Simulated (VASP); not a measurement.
# BP (F-43m) in VASP: a series of runs, part 3 of 4

VASP 6.6.1. The steps go on from the part before.

### 4 Vibrations by perturbation theory, LDA

This run uses another cell than the first one, of 11.02 Å³/atom, 0.968 times its volume.

Input file INCAR:

```
SYSTEM = BP
PREC     = Accurate       ! precision mode
ENCUT    = 520            ! plane-wave cutoff, eV
EDIFF    = 1E-8           ! SCF threshold, eV
ISMEAR   = 0              ! smearing method
SIGMA    = 0.01           ! smearing width, eV
LREAL    = .FALSE.        ! projectors in reciprocal space
LASPH    = .TRUE.         ! aspherical terms in the spheres
NELM     = 60             ! most SCF steps
ALGO     = Normal         ! electronic algorithm
ISIF     = 2              ! what is computed and relaxed
LWAVE    = .FALSE.        ! write WAVECAR
LCHARG   = .FALSE.        ! write CHGCAR
GGA      = CA             ! functional
IBRION   = 8              ! ionic algorithm
NSW      = 1              ! ionic steps
LEPSILON = .TRUE.         ! dielectric tensor by DFPT
```

Input file KPOINTS:

```
regular mesh
0
G
  10 10 10
  0 0 0
```

Input file POSCAR:

```
BP
1.0
    0.0000000000      2.2250781898      2.2250781898
    2.2250781898      0.0000000000      2.2250781898
    2.2250781898      2.2250781898      0.0000000000
B P
1 1
Direct
    0.0000000000      0.0000000000      0.0000000000
    0.7500000000      0.7500000000      0.7500000000
```

Potentials or basis: VASP PAW LDA potentials, release 64 (B, P).

Command:

```console
$ cat potpaw_LDA.64/B/POTCAR potpaw_LDA.64/P/POTCAR > POTCAR
$ mpirun -np 1 vasp_std > vasp.out
```

OUTCAR:

```text
SYSTEM = BP
   PREC = Accurate
   ENCUT = 520
   EDIFF = 1E-8
   ISMEAR = 0
   LREAL = .FALSE.
   LASPH = .TRUE.
   NELM = 60
   ISIF = 2
   GGA = CA
   IBRION = 8
   NSW = 1
   LEPSILON = .TRUE.

 ion  position               nearest neighbor table
   1  0.000  0.000  0.000-   2 1.93   2 1.93   2 1.93   2 1.93
   2  0.750  0.750  0.750-   1 1.93   1 1.93   1 1.93   1 1.93

  LATTYP: Found a face centered cubic cell.
 ALAT       =     4.4501563796

  Lattice vectors:

 A1 = (   0.0000000000,   2.2250781898,   2.2250781898)
 A2 = (   2.2250781898,   0.0000000000,   2.2250781898)
 A3 = (   2.2250781898,   2.2250781898,   0.0000000000)

Analysis of symmetry for initial positions (statically):
=====================================================================
 Subroutine PRICEL returns:
 Original cell was already a primitive cell.

 Routine SETGRP: Setting up the symmetry group for a
 face centered cubic supercell.

 Subroutine GETGRP returns: Found 24 space group operations
 (whereof 24 operations were pure point group operations)
 out of a pool of 48 trial point group operations.

The static configuration has the point symmetry T_d .

Analysis of symmetry for dynamics (positions and initial velocities):
=====================================================================
 Subroutine PRICEL returns:
 Original cell was already a primitive cell.

 Routine SETGRP: Setting up the symmetry group for a
 face centered cubic supercell.

 Subroutine GETGRP returns: Found 24 space group operations
 (whereof 24 operations were pure point group operations)
 out of a pool of 48 trial point group operations.

The dynamic configuration has the point symmetry T_d .

 Subroutine INISYM returns: Found 24 space group operations
 (whereof 24 operations are pure point group operations),
 and found     1 'primitive' translations

----------------------------------------------------------------------------------------

                                     Primitive cell

  volume of cell :      22.0326

  direct lattice vectors                    reciprocal lattice vectors
     0.000000000  2.225078190  2.225078190    -0.224711204  0.224711204  0.224711204
     2.225078190  0.000000000  2.225078190     0.224711204 -0.224711204  0.224711204
     2.225078190  2.225078190  0.000000000     0.224711204  0.224711204 -0.224711204

  length of vectors
     3.146735753  3.146735753  3.146735753     0.389211223  0.389211223  0.389211223

  position of ions in fractional coordinates (direct lattice)
     0.000000000  0.000000000  0.000000000
     0.750000000  0.750000000  0.750000000
[... 453 lines left out ...]
 -----------------------------------------------------------------------------
    -0.00044 -0.21358  0.00000
    -0.21358 -0.00044  0.00000
     0.00000  0.00000  0.00013

--------------------------------------- Ionic step        4  -------------------------------------------

------------------------ aborting loop because EDIFF is reached ----------------------------------------

[... ionic steps 5 to 6 ...]

--------------------------------------- Ionic step        7  -------------------------------------------

 Free energy of the ion-electron system (eV)
  ---------------------------------------------------
  ---------------------------------------------------
  free energy    TOTEN  =        -0.04112358 eV

  energy without entropy =       -0.04112358

------------------------ aborting loop because EDIFF is reached ----------------------------------------

 INTERNAL STRAIN TENSOR  FOR ION    2  DIRECTION 1   (eV/Angst):
 -----------------------------------------------------------------------------
    -0.00893  0.00000  0.00000
     0.00000  0.00729  8.76926
     0.00000  8.76926  0.00729

 MACROSCOPIC STATIC DIELECTRIC TENSOR (including local field effects in DFT)
 ------------------------------------------------------
           9.271984     0.000000    -0.000000
          -0.000000     9.271984     0.000000
          -0.000000    -0.000000     9.271984
 ------------------------------------------------------

 PIEZOELECTRIC TENSOR (including local field effects)  for field in x, y, z        (e  Angst)
          XX          YY          ZZ          XY          YZ          ZX
  --------------------------------------------------------------------------------
  x     0.00000    -0.00000    -0.00000     0.00000    -0.28966     0.00000
  y     0.00000     0.00000    -0.00000     0.00000     0.00000    -0.28966
  z    -0.00000     0.00000     0.00000    -0.28966     0.00000     0.00000

 PIEZOELECTRIC TENSOR (including local field effects)  for field in x, y, z        (C/m^2)
          XX          YY          ZZ          XY          YZ          ZX
  --------------------------------------------------------------------------------
  x     0.00000    -0.00000    -0.00000     0.00000    -0.21063     0.00000
  y     0.00000     0.00000    -0.00000     0.00000     0.00000    -0.21063
  z    -0.00000     0.00000     0.00000    -0.21063     0.00000     0.00000

 BORN EFFECTIVE CHARGES (including local field effects) (in |e|, cummulative output)
 ---------------------------------------------------------------------------------
 ion    1
    1    -0.70927     0.00000     0.00000
    2    -0.00000    -0.70927     0.00000
    3    -0.00000    -0.00000    -0.70927
 ion    2
    1     0.70927     0.00000    -0.00000
    2     0.00000     0.70927    -0.00000
    3     0.00000     0.00000     0.70927

 INTERNAL STRAIN TENSOR FOR ION    2 for displacements in x,y,z  (eV/Angst):
          X           Y           Z          XY          YZ          ZX
  --------------------------------------------------------------------------------
  x     0.00000     0.00000     0.00000     0.00000     8.76926     0.00000
  y     0.00000     0.00000     0.00000     0.00000     0.00000     8.76926
  z     0.00000     0.00000     0.00000     8.76926     0.00000     0.00000

 SECOND DERIVATIVES (NOT SYMMETRIZED)
 ------------------------------------
               1X          1Y          1Z          2X          2Y          2Z
  1X   -20.873883    0.000000    0.000000   20.873883    0.000000    0.000000
  1Y     0.000000  -20.873883    0.000000    0.000000   20.873883    0.000000
  1Z     0.000000    0.000000  -20.873883    0.000000    0.000000   20.873883
  2X    20.868431    0.000000    0.000000  -20.868431    0.000000    0.000000
  2Y     0.000000   20.868431    0.000000    0.000000  -20.868431    0.000000
  2Z     0.000000    0.000000   20.868431    0.000000    0.000000  -20.868431

 Eigenvectors and eigenvalues of the dynamical matrix
 ----------------------------------------------------

   1 f  =   25.229944 THz   158.524416 2PiTHz  841.580358 cm-1   104.342619 meV
             X         Y         Z           dx          dy          dz
      0.000000  0.000000  0.000000    -0.861000    0.000000    0.000000
      3.337617  3.337617  3.337617     0.508605    0.000000    0.000000
[... 21 lines left out ...]
   6 f/i=    0.001443 THz     0.009067 2PiTHz    0.048134 cm-1     0.005968 meV
             X         Y         Z           dx          dy          dz
      0.000000  0.000000  0.000000     0.000000   -0.508605    0.000000
      3.337617  3.337617  3.337617     0.000000   -0.861000    0.000000

--------------------------------------------------------------------------------------------------------

 MACROSCOPIC STATIC DIELECTRIC TENSOR IONIC CONTRIBUTION
 ------------------------------------------------------
           0.197960     0.000000    -0.000000
           0.000000     0.197960    -0.000000
          -0.000000    -0.000000     0.197960
 ------------------------------------------------------

 ELASTIC MODULI CONTR FROM IONIC RELAXATION (kBar)
 Direction    XX          YY          ZZ          XY          YZ          ZX
 --------------------------------------------------------------------------------
 XX          -0.0000      0.0000      0.0000      0.0000     -0.0000     -0.0000
 YY           0.0000     -0.0000     -0.0000      0.0000      0.0000     -0.0000
 ZZ           0.0000     -0.0000     -0.0000     -0.0000      0.0000     -0.0000
 XY           0.0000      0.0000     -0.0000   -282.5149      0.0000      0.0000
 YZ          -0.0000      0.0000      0.0000      0.0000   -282.5149      0.0000
 ZX          -0.0000     -0.0000     -0.0000      0.0000      0.0000   -282.5149
 --------------------------------------------------------------------------------

 PIEZOELECTRIC TENSOR IONIC CONTR  for field in x, y, z        (C/m^2)
          XX          YY          ZZ          XY          YZ          ZX
  --------------------------------------------------------------------------------
  x     0.00000    -0.00000    -0.00000    -0.00000     0.22253     0.00000
  y     0.00000     0.00000     0.00000    -0.00000     0.00000     0.22253
  z    -0.00000    -0.00000     0.00000     0.22253     0.00000     0.00000
```

Wall time 1.9 min (1 thread of Intel Xeon 6975P-C, shared host); peak memory 0.2 GiB.

Results:

```
Electronic dielectric tensor (diagonal)                 : 9.27
Born charges (mean of the diagonal)                     : B -0.71; P +0.71 e
Highest phonon frequency at Γ, LO-TO splitting left out : 842 cm⁻¹
```

Phonon frequencies in cm⁻¹ (negative: imaginary):
```csv
q point,frequencies
"(0.000, 0.000, 0.000)",0 0 0 842 842 842
```

Electronic dielectric tensor:
```
9.27 0.00 0.00
0.00 9.27 0.00
0.00 0.00 9.27
```

Born effective charge tensors (e):
atom 1, B
```
-0.71  0.00  0.00
 0.00 -0.71  0.00
 0.00  0.00 -0.71
```
atom 2, P
```
0.71 0.00 0.00
0.00 0.71 0.00
0.00 0.00 0.71
```

Caveat: the cell wasn't relaxed at this level first, which shifts response properties.

(Continued in part 4 of 4.)
